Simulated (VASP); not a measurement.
Wanted: the native input for a VASP 6.6.1 run.

| Item | Value |
| --- | --- |
| Task | single point |
| Functional | PBE |
| Dispersion | D3(BJ) |
| Potentials or basis | VASP PAW PBE potentials, release 64 (Zr_sv, N) |
| Cutoff | 600 eV |
| k mesh | 6 × 6 × 6 |
| Occupations | gaussian, width 0.1 eV |
| Spin | no spin polarisation |
| Dipole correction | no |
| Further INCAR settings | ALGO = Normal; EDIFF = 1e-06; NBANDS = 16 |

The structure of ZrN lies in POSCAR:

```
ZrN
1.0
    0.0000000000      2.2842300000      2.2842300000
    2.2842300000      0.0000000000      2.2842300000
    2.2842300000      2.2842300000      0.0000000000
Zr N
1 1
Direct
    0.0000000000      0.0000000000      0.0000000000
    0.5000000000      0.5000000000      0.5000000000
```

These files were run (other wordings do the same):

INCAR

```
SYSTEM = ZrN
  ALGO = Normal
  EDIFF = 1E-6
  ENCUT = 600
  GGA = PE
  GGA_COMPAT = .FALSE.
  ISIF = 2
  ISMEAR = 0
  IVDW = 12
  LASPH = .TRUE.
  LCHARG = .FALSE.
  LREAL = .FALSE.
  LWAVE = .FALSE.
  NBANDS = 16
  NELM = 120
  PREC = Accurate
  SIGMA = 0.1
```

KPOINTS

```
k-points
0
G
  6 6 6
  0 0 0
```

Potentials or basis: VASP PAW PBE potentials, release 64 (Zr_sv, N).

Launch:

```console
$ cat potpaw_PBE.64/Zr_sv/POTCAR potpaw_PBE.64/N/POTCAR > POTCAR
$ mpirun -np 1 vasp_std > vasp.out
```

It gave:

```json
{"Pressure": "-1.7 GPa", "Dispersion energy per atom": "-0.431 eV"}
```

Caveat: the k points lie up to 0.40 Å⁻¹ apart; pairwise dispersion overbinds metals, which lowers pressure and volume.

Wall time 20 s on 1 thread of Intel Xeon 8259CL, on a shared host, peak memory 0.17 GiB.
